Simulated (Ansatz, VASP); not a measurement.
NaH in VASP and in Ansatz

```
Na H
1.0
     2.80737    0.00000    0.00000
     0.00000    2.80737    0.00000
     0.00000    0.00000    3.10288
Na H
1 1
Direct
  0.00000 0.00000 0.00000
  0.50000 0.50000 0.50000
```

Change from the starting cell: strain -0.050 along x and y, +0.050 along z, atoms carried along.

Alike in both runs: task single point; functional PBE; k mesh 10 × 10 × 10; occupations gaussian, width 0.05 eV; no spin polarisation.

```csv
,VASP,Ansatz
version,VASP 6.6.1,Ansatz 0.2.0
potentials or method,"VASP PAW PBE potentials, release 64 (Na_pv, H), cutoff 520 eV","scalar-relativistic, plane waves, PAW"
valence electrons in the cell,8,10
```

Ansatz gave:

```
gap on the k mesh at the Fermi level (eV)                     : 0.32
least direct gap on the mesh (eV)                             : 4.35
pressure (GPa)                                                : 1.8
traceless stress, the component that is largest in VASP (GPa) : -8.17
```

Problem. Estimate VASP's values.

Solution. gap on the k mesh at the Fermi level (eV): 0.32; least direct gap on the mesh (eV): 4.35; pressure (GPa): 1.8; traceless stress, the component that is largest in VASP (GPa): -8.18.

VASP's potentials hold 8 valence electrons a cell and Ansatz's 10, so a difference there can come from the potentials and not from the codes.
